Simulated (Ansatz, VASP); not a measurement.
## Se in VASP and in Ansatz

```
Se
1.0
    -1.71953    1.71953    1.71953
     1.71953   -1.71953    1.71953
     1.71953    1.71953   -1.71953
Se
1
Direct
  0.00000 0.00000 0.00000
```

Alike in both runs: task single point; functional PBE; k mesh 13 × 13 × 13; occupations fermi-dirac, width 0.1 eV; non-collinear spin, spin-orbit coupling.

|  | VASP | Ansatz |
| --- | --- | --- |
| version | VASP 6.6.1 | Ansatz 0.2.0 |
| potentials or method | VASP PAW PBE potentials, release 64 (Se), cutoff 520 eV | plane waves (420 eV) with PAW, fully relativistic with spin-orbit coupling |
| valence electrons in the cell | 6 | 16 |

|  | VASP | Ansatz | Ansatz less VASP |
| --- | --- | --- | --- |
| net moment per atom (μB) | 0.00 | 0.00 | 0.000 |

VASP's potentials hold 6 valence electrons a cell and Ansatz's 16, so a difference there can come from the potentials and not from the codes.
